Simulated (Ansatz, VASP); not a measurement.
## One calculation of Tc, two programs

The input INCAR:

```
ALGO = Normal
EDIFF = 1E-8
ENCUT = 520
GGA = PS
ISIF = 2
ISMEAR = -1
LASPH = T
LCHARG = F
LEFG = T
LREAL = F
LWAVE = F
NBANDS = 12
NELM = 100
PREC = Accurate
SIGMA = 0.03
```

The input KPOINTS:

```
k-points
0
Gamma
  18 18 18
```

The input POSCAR:

```
Tc
1.0
    0.0000000000      1.9500000000      1.9500000000
    1.9500000000      0.0000000000      1.9500000000
    1.9500000000      1.9500000000      0.0000000000
Tc
1
Direct
    0.0000000000      0.0000000000      0.0000000000
```

Input for Ansatz:

```yaml
crystal:
  lattice:
    - [0.0, 1.95, 1.95]
    - [1.95, 0.0, 1.95]
    - [1.95, 1.95, 0.0]
  atoms:
    - { symbol: Tc, position: [0.0, 0.0, 0.0] }
kpoints:
  mp_grid: { grid: [18, 18, 18] }
  band_path:
    path:
      - [0.0, 0.0, 0.0]
      - [0.5, 0.0, 0.5]
      - [0.625, 0.25, 0.625]
      - [0.375, 0.375, 0.75]
      - [0.0, 0.0, 0.0]
      - [0.5, 0.5, 0.5]
      - [0.5, 0.25, 0.75]
      - [0.5, 0.0, 0.5]
    npoints: 8
scf:
  occupations: { method: fermi_dirac, width: 0.03 }
hamiltonian:
  xc: pbesol
  pseudopotentials: { kind: all_electron, datasets: crystal }
output:
  forces: true
  stress: true
  eigenvalues: true
  efg: { contact_densities: true }
```

Alike in both runs: task electric field gradients; functional PBEsol; k mesh 18 × 18 × 18; occupations fermi-dirac, width 0.03 eV; no spin polarisation.

|  | VASP | Ansatz |
| --- | --- | --- |
| version | VASP 6.6.1 | Ansatz 0.2.0 |
| potentials or method | VASP PAW PBE potentials, release 64 (Tc_pv), cutoff 520 eV | all-electron PAW with datasets made for the crystal, scalar-relativistic |

VASP gave:

| Quantity | Value |
| --- | --- |
| pressure (GPa) | -15.8 |

Q: What did Ansatz give for the same quantities?

A: Pressure (GPa): -15.2.

VASP's potentials were made for PBE, not for PBEsol. Ansatz ran all-electron here, and VASP with PAW potentials.
